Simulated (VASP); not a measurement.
# MnS (Fm-3m) in VASP: a series of runs

MnS is run at these levels: PBE; tasks: single point.

Everything below comes from runs of VASP 6.6.1. Logs are shortened: lines on timing, memory, paths and dates and some standing lists are left out, and cuts for length are marked.

## 1. The cell of the first run

The structure is cubic, space group Fm-3m (No. 225). Conventional cell: a = 5.209 Å, b = 5.209 Å, c = 5.209 Å, α = 90.00°, β = 90.00°, γ = 90.00°. Mn (site symmetry m-3m) has 6 S at 2.60 Å within 3.4 Å. Within 3.4 Å of S (site symmetry m-3m) lie 6 Mn at 2.60 Å.

## 2. Single point, PBE, collinear spin, ferromagnetic start

File INCAR:

```
PREC = Accurate ; ENCUT = 520
EDIFF = 1E-7 ; ISMEAR = 0
SIGMA = 0.1 ; LREAL = F
LASPH = T ; NELM = 150
ALGO = Normal ; ISIF = 2
LWAVE = F ; LCHARG = T
ISPIN = 2 ; MAGMOM = 4 0
LORBIT = 11 ; LMAXMIX = 4
GGA = PE ; LELF = T
LVHAR = T ; NBANDS = 20
```

File KPOINTS:

```
Automatic mesh
0
Gamma
  5 5 5
```

File POSCAR:

```
MnS
1.0
    0.0000000000      2.6045000000      2.6045000000
    2.6045000000      0.0000000000      2.6045000000
    2.6045000000      2.6045000000      0.0000000000
Mn S
1 1
Direct
    0.0000000000      0.0000000000      0.0000000000
    0.5000000000      0.5000000000      0.5000000000
```

Potentials or basis: VASP PAW PBE potentials, release 64 (Mn_pv, S).

Launch:

```console
$ cat potpaw_PBE.64/Mn_pv/POTCAR potpaw_PBE.64/S/POTCAR > POTCAR
$ mpirun -np 1 vasp_std > vasp.out
```

OUTCAR:

```text
PREC = Accurate
   ENCUT = 520
   EDIFF = 1E-7
   ISMEAR = 0
   LREAL = F
   LASPH = T
   NELM = 150
   ISIF = 2
   ISPIN = 2
   LORBIT = 11
   GGA = PE

 ion  position               nearest neighbor table
   1  0.000  0.000  0.000-   2 2.60   2 2.60   2 2.60   2 2.60   2 2.60   2 2.60
   2  0.500  0.500  0.500-   1 2.60   1 2.60   1 2.60   1 2.60   1 2.60   1 2.60

  LATTYP: Found a face centered cubic cell.
 ALAT       =     5.2090000000

  Lattice vectors:

 A1 = (   0.0000000000,   2.6045000000,   2.6045000000)
 A2 = (   2.6045000000,   0.0000000000,   2.6045000000)
 A3 = (   2.6045000000,   2.6045000000,   0.0000000000)

Analysis of symmetry for initial positions (statically):
=====================================================================
 Subroutine PRICEL returns:
 Original cell was already a primitive cell.

 Routine SETGRP: Setting up the symmetry group for a
 face centered cubic supercell.

 Subroutine GETGRP returns: Found 48 space group operations
 (whereof 48 operations were pure point group operations)
 out of a pool of 48 trial point group operations.

The static configuration has the point symmetry O_h .

Analysis of symmetry for dynamics (positions and initial velocities):
=====================================================================
 Subroutine PRICEL returns:
 Original cell was already a primitive cell.

 Routine SETGRP: Setting up the symmetry group for a
 face centered cubic supercell.

 Subroutine GETGRP returns: Found 48 space group operations
 (whereof 48 operations were pure point group operations)
 out of a pool of 48 trial point group operations.

The dynamic configuration has the point symmetry O_h .

Analysis of structural, dynamic, and magnetic symmetry:
=====================================================================
 Subroutine PRICEL returns:
 Original cell was already a primitive cell.

 Routine SETGRP: Setting up the symmetry group for a
 face centered cubic supercell.

 Subroutine GETGRP returns: Found 48 space group operations
 (whereof 48 operations were pure point group operations)
 out of a pool of 48 trial point group operations.

The overall configuration has the point symmetry O_h .

 Subroutine INISYM returns: Found 48 space group operations
 (whereof 48 operations are pure point group operations),
 and found     1 'primitive' translations

----------------------------------------------------------------------------------------

                                     Primitive cell

  volume of cell :      35.3348

  direct lattice vectors                    reciprocal lattice vectors
     0.000000000  2.604500000  2.604500000    -0.191975427  0.191975427  0.191975427
     2.604500000  0.000000000  2.604500000     0.191975427 -0.191975427  0.191975427
     2.604500000  2.604500000  0.000000000     0.191975427  0.191975427 -0.191975427

  length of vectors
     3.683319223  3.683319223  3.683319223     0.332511194  0.332511194  0.332511194

  position of ions in fractional coordinates (direct lattice)
     0.000000000  0.000000000  0.000000000
     0.500000000  0.500000000  0.500000000

  ion indices of the primitive-cell ions
   primitive index   ion index
                 1           1
                 2           2

----------------------------------------------------------------------------------------

 KPOINTS: Automatic mesh

Automatic generation of k-mesh.
 Grid dimensions read from file:
 generate k-points for:    5    5    5

 Generating k-lattice:

  Cartesian coordinates                     Fractional coordinates (reciprocal lattice)
    -0.038395085  0.038395085  0.038395085     0.200000000  0.000000000  0.000000000
     0.038395085 -0.038395085  0.038395085     0.000000000  0.200000000  0.000000000
     0.038395085  0.038395085 -0.038395085     0.000000000  0.000000000  0.200000000

  Length of vectors
     0.066502239  0.066502239  0.066502239

  Shift w.r.t. Gamma in fractional coordinates (k-lattice)
     0.000000000  0.000000000  0.000000000

 Subroutine IBZKPT returns following result:
 ===========================================

 Found     10 irreducible k-points:

 Following reciprocal coordinates:
            Coordinates               Weight
  0.000000  0.000000  0.000000      1.000000
  0.200000  0.000000  0.000000      8.000000
  0.400000  0.000000  0.000000      8.000000
  0.200000  0.200000  0.000000      6.000000
  0.400000  0.200000  0.000000     24.000000
 -0.400000  0.200000  0.000000     24.000000
 -0.200000  0.200000  0.000000     12.000000
  0.400000  0.400000  0.000000      6.000000
 -0.400000  0.400000  0.000000     12.000000
 -0.400000  0.400000  0.200000     24.000000
   k-points           NKPTS =     10   k-points in BZ     NKDIM =     10   number of bands    NBANDS=     20
   number of dos      NEDOS =    301   number of ions     NIONS =      2
   total plane-waves  NPLWV =  21952
   dimension x,y,z NGX =    28 NGY =   28 NGZ =   28
   dimension x,y,z NGXF=    56 NGYF=   56 NGZF=   56
   ions per type =               1   1
   NGX,Y,Z   is equivalent  to a cutoff of  12.64, 12.64, 12.64 a.u.
   NGXF,Y,Z  is equivalent  to a cutoff of  25.28, 25.28, 25.28 a.u.
 SYSTEM =  unknown system
   PREC   = accura    normal or accurate (medium, high low for compatibility)
   ISTART =      0    job   : 0-new  1-cont  2-samecut
   ICHARG =      2    charge: 1-file 2-atom 10-const
   ISPIN  =      2    spin polarized calculation?
   LNONCOLLINEAR =      F non collinear calculations
   LSORBIT =      F    spin-orbit coupling
   LASPH  =      T    aspherical Exc in radial PAW
   ENCUT  =  520.0 eV  38.22 Ry    6.18 a.u.   6.85  6.85  6.85*2*pi/ulx,y,z
   NELM   =    150;   NELMIN=  2; NELMDL= -5     # of ELM steps
   EDIFF  = 0.1E-06   stopping-criterion for ELM
   LREAL  =      F    real-space projection
   EDIFFG = 0.1E-05   stopping-criterion for IOM
   NSW    =      0    number of steps for IOM
   IBRION =     -1    ionic relax: 0-MD 1-quasi-New 2-CG
   NFREE  =      0    steps in history (QN), initial steepest desc. (CG)
   ISIF   =      2    stress and relaxation
   ISYM   =      2    0-nonsym 1-usesym 2-fastsym
   POTIM  = 0.5000    time-step for ionic-motion
   TEBEG  =    0.0;   TEEND  =   0.0 temperature during run
   PSTRESS=    0.0 pullay stress
   NELECT =      19.0000    total number of electrons
   NUPDOWN=      -1.0000    fix difference up-down
   EMIN   =  10.00;   EMAX   =-10.00  energy-range for DOS
   EFERMI =   0.00;   METHOD = LEGACY
   ISMEAR =     0;   SIGMA  =   0.10  broadening in eV -4-tet -1-fermi 0-gaus
   EFERMI_NEDOS =   21; number of points for ismear=-14 and -15
   IALGO  =     38    algorithm
   IMIX   =      4    mixing-type and parameters
     AMIX     =   0.40;   BMIX     =  1.00
     AMIX_MAG =   1.60;   BMIX_MAG =  1.00
  volume/ion in A,a.u.               =      17.67       119.23
  Fermi-wavevector in a.u.,A,eV,Ry     =   1.331246  2.515690 24.112464  1.772216
  Thomas-Fermi vector in A             =   2.460272
   LORBIT       =     11    0 simple, 1 ext, 2 COOP (PROOUT), +10 PAW based schemes
   GGA     = PE    functional components
   LHFCALC =     F    Hartree Fock is set to
   AEXX    =    0.0000 exact exchange contribution
   IVDW    =     0    specifies the selected vdW correction
   LEPSILON=     F    determine dielectric tensor
   LRPA    =     F    only Hartree local field effects (RPA)
 spin polarized calculation
 Gauss-broadening in eV      SIGMA  =   0.10
  energy-cutoff  :      520.00
  volume of cell :       35.33
 maximum number of plane-waves:       966
   NGX = 13   NGY = 13   NGZ = 13

 number of electron      18.9999988 magnetization       4.5860125

 Free energy of the ion-electron system (eV)
  ---------------------------------------------------
  ext. energy  EPLUGINS =         0.00000000
  ---------------------------------------------------
  free energy    TOTEN  =       -14.06914114 eV

  energy without entropy =      -14.06441920  energy(sigma->0) =      -14.06678017

 E-fermi :   6.7652     XC(G=0): -10.6490

 val. band max:        6.6177549080   @ k =  -0.4000   0.4000   0.0000
 cond. band min:       6.8567438522   @ k =   0.4000   0.0000   0.0000
 fundamental gap:      0.2389889441
 Fermi energy:         6.7651900595

 spin component 1

 k-point     1 :       0.0000    0.0000    0.0000
  band No.  band energies     occupation
      1     -43.9954      1.00000
      2     -43.9954      1.00000
      3     -43.9954      1.00000
      4      -7.9544      1.00000
      5       3.3144      1.00000
      6       3.3144      1.00000
[... 12 lines left out ...]
     19      18.4207      0.00000
     20      18.8207      0.00000
[... 185 lines left out ...]
 k-point    10 :      -0.4000    0.4000    0.2000
  band No.  band energies     occupation
      1     -44.0014      1.00000
      2     -43.9996      1.00000
      3     -43.9979      1.00000
      4      -6.4800      1.00000
      5       0.7250      1.00000
      6       1.6784      1.00000
[... 12 lines left out ...]
     19      22.2099      0.00000
     20      22.8952      0.00000
 Fermi energy:         6.7651900595

 spin component 2

 k-point     1 :       0.0000    0.0000    0.0000
  band No.  band energies     occupation
      1     -39.5406      1.00000
      2     -39.5406      1.00000
      3     -39.5406      1.00000
      4      -7.7031      1.00000
      5       4.9228      1.00000
      6       4.9228      1.00000
[... 12 lines left out ...]
     19      19.4206      0.00000
     20      20.4807      0.00000
[... 185 lines left out ...]
 k-point    10 :      -0.4000    0.4000    0.2000
  band No.  band energies     occupation
      1     -39.5488      1.00000
      2     -39.5463      1.00000
      3     -39.5440      1.00000
      4      -6.2830      1.00000
      5       1.3131      1.00000
      6       2.3058      1.00000
[... 12 lines left out ...]
     19      22.9499      0.00000
     20      23.4755      0.00000

------------------------ aborting loop because EDIFF is reached ----------------------------------------

  FORCE on cell =-STRESS in cart. coord.  units (eV):
  Direction    XX          YY          ZZ          XY          YZ          ZX
  --------------------------------------------------------------------------------------
  -------------------------------------------------------------------------------------
  Total       -0.9523005     -0.9523005     -0.9523005      0.0000000      0.0000000      0.0000000
  in kB      -43.1798872    -43.1798872    -43.1798872      0.0000000      0.0000000      0.0000000
  external PRESSURE =     -43.1798872 kB  Pullay stress =       0.0000000 kB

 VOLUME and BASIS-vectors are now :
 -----------------------------------------------------------------------------
  energy-cutoff  :      520.00
  volume of cell :       35.33
      direct lattice vectors                 reciprocal lattice vectors
     0.000000000  2.604500000  2.604500000    -0.191975427  0.191975427  0.191975427
     2.604500000  0.000000000  2.604500000     0.191975427 -0.191975427  0.191975427
     2.604500000  2.604500000  0.000000000     0.191975427  0.191975427 -0.191975427

 POSITION                                       TOTAL-FORCE (eV/Angst)
 -----------------------------------------------------------------------------------
      0.00000      0.00000      0.00000         0.000000     -0.000000     -0.000000
      2.60450      2.60450      2.60450        -0.000000      0.000000      0.000000
 -----------------------------------------------------------------------------------
    total drift:                               -0.000000      0.000000      0.000000

  FREE ENERGIE OF THE ION-ELECTRON SYSTEM (eV)
  ---------------------------------------------------
  free  energy   TOTEN  =       -14.0691411426 eV

  energy  without entropy=      -14.0644192027  energy(sigma->0) =      -14.06678017

 total charge

# of ion       s       p       d       tot
------------------------------------------
    1        0.214   6.161   4.938  11.312
    2        1.328   2.390   0.000   3.718
--------------------------------------------------
tot          1.542   8.551   4.938  15.031

 magnetization (x)

# of ion       s       p       d       tot
------------------------------------------
    1        0.049   0.038   4.102   4.189
    2        0.025   0.053   0.000   0.078
--------------------------------------------------
tot          0.074   0.091   4.102   4.267
```

It took 32 s on 1 thread of AMD EPYC 7R43 (Zen 3), shared host; peak memory 0.13 GiB.

Results:

* Free energy: -14.0691 eV
* Pressure: -4.3 GPa
* Net moment: 4.59 μB per cell
* Site moments: Mn +4.19; S +0.08 μB
* Valence electrons inside the program's atomic spheres: Mn 11.31; S 3.72

Caveat: the k points lie up to 0.42 Å⁻¹ apart; a cell with one magnetic atom can't hold antiferromagnetic order, which such compounds often take; semilocal functionals often make such compounds metallic where correlation or magnetic order opens a gap, which also shifts bond lengths. With open d or f shells a metallic result of PBE can be an artefact of self-interaction; +U or a hybrid may open a gap.

(Part 1 of 2 ends here.)
